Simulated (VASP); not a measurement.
The system is KTaO3.

```
Ta K O
1.0
     3.93440    0.00000    0.00000
     0.00000    3.93440    0.00000
     0.00000    0.00000    3.93440
Ta K O
1 1 3
Direct
  0.00000 0.00000 0.00000
  0.50000 0.50000 0.50000
  0.00000 0.00000 0.50000
  0.00000 0.50000 0.00000
  0.50000 0.00000 0.00000
```

Base run:

```yaml
Program: VASP 6.6.1
Functional: LDA
Potentials_or_basis: VASP PAW LDA potentials, release 64 (Ta_sv_GW, K_sv, O)
Cutoff: 700 eV
k_mesh: 7 × 7 × 7
Occupations: fermi-dirac, width 0.05 eV
Spin: no spin polarisation
```

Its results: band gap on the k mesh 2.20 eV (least direct gap 2.73 eV); pressure 3.9 GPa.

The run is repeated on the same cell with these changes: potentials or basis from VASP PAW LDA potentials, release 64 (Ta_sv_GW, K_sv, O) to VASP PAW LDA potentials, release 64 (Ta_pv, K_sv, O); cutoff from 700 eV to 520 eV; further incar settings from ALGO = Normal; EDIFF = 1e-06; NBANDS = 28 to ALGO = Normal; EDIFF = 1e-06; NBANDS = 27; valence electrons from 40 to 38. What comes out?

Band gap on the k mesh 2.16 eV (least direct gap 2.70 eV); pressure 4.4 GPa.

Caveats: the cell stands under pressure; spin-orbit coupling is left out, which moves the levels of the heavy elements; an odd mesh through Γ misses points on the zone boundary, where band edges can lie.
